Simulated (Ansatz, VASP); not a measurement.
Two plane-wave programs on Rb3Ba

INCAR

```
  PREC = Accurate
  ENCUT = 600
  EDIFF = 1E-6
  ISMEAR = -1
  SIGMA = 0.05
  LREAL = F
  LASPH = T
  NELM = 60
  ALGO = Fast
  ISIF = 3
  LWAVE = F
  LCHARG = F
  IBRION = 2
  NSW = 60
  EDIFFG = -0.01
```

The input KPOINTS:

```
regular mesh
0
Gamma
  6 6 6
```

File POSCAR:

```
Rb3Ba
1.0
   -3.3714590000      3.3714590000      7.3713480000
    3.3714590000     -3.3714590000      7.3713480000
    3.3714590000      3.3714590000     -7.3713480000
Ba Rb
1 3
Direct
    0.0000000000      0.0000000000      0.0000000000
    0.5000000000      0.5000000000      0.0000000000
    0.2500000000      0.7500000000      0.5000000000
    0.7500000000      0.2500000000      0.5000000000
```

input.yaml

```yaml
crystal:
  lattice:
    - [-3.371459, 3.371459, 7.371348]
    - [3.371459, -3.371459, 7.371348]
    - [3.371459, 3.371459, -7.371348]
  atoms:
    - { symbol: Ba, position: [0.0, 0.0, 0.0] }
    - { symbol: Rb, position: [0.5, 0.5, 0.0] }
    - { symbol: Rb, position: [0.25, 0.75, 0.5] }
    - { symbol: Rb, position: [0.75, 0.25, 0.5] }
hamiltonian:
  xc: lda
  pseudopotentials: { kind: paw }
kpoints:
  mp_grid: { grid: [6, 6, 6] }
scf:
  occupations: { method: fermi_dirac, width: 0.05 }
output:
  forces: true
  stress: true
  eigenvalues: true
  write_density: true
  write_potential: true
  elf: true
  volumetric_format: npy
relax:
  f_tol: 0.01
  max_steps: 40
  cell: { stress_tol: 0.05 }
```

Alike in both runs: task relaxation of cell and atoms; functional LDA; k mesh 6 × 6 × 6; occupations fermi-dirac, width 0.05 eV; no spin polarisation.

|  | VASP | Ansatz |
| --- | --- | --- |
| version | VASP 6.6.1 | Ansatz 0.2.0 |
| potentials or method | VASP PAW LDA potentials, release 64 (Ba_sv, Rb_sv) | Ansatz PAW |
| plane-wave cutoff (eV) | 600 | 420 |
| valence electrons in the cell | 37 | 37 |

VASP gave:

| Item | Value |
| --- | --- |
| gap on the k mesh at the Fermi level, each at its own relaxed structure (eV) | none |
| relaxed volume (Å³/atom) | 70.77 |
| relaxed length of the cell vector where the two differ most in proportion (Å) | 8.206 |

Problem. Estimate Ansatz's values.

Solution. gap on the k mesh at the Fermi level, each at its own relaxed structure (eV): none; relaxed volume (Å³/atom): 70.65; relaxed length of the cell vector where the two differ most in proportion (Å): 8.262.

LDA's correlation is that of Perdew and Zunger in VASP and of Perdew and Wang (1992) in Ansatz. A gap of «none» marks a metal or a gap that the smearing closes.

Neither program's run includes spin-orbit coupling. Noted on VASP's run: the volume moved by over 15 % at a fixed basis, so the end points are rough. Noted on Ansatz's run: the volume moved by over 15 % at a fixed basis, so the end points are rough; the plane-wave basis is chosen anew once the cell has moved, so the energies of steps on either side of that aren't comparable.
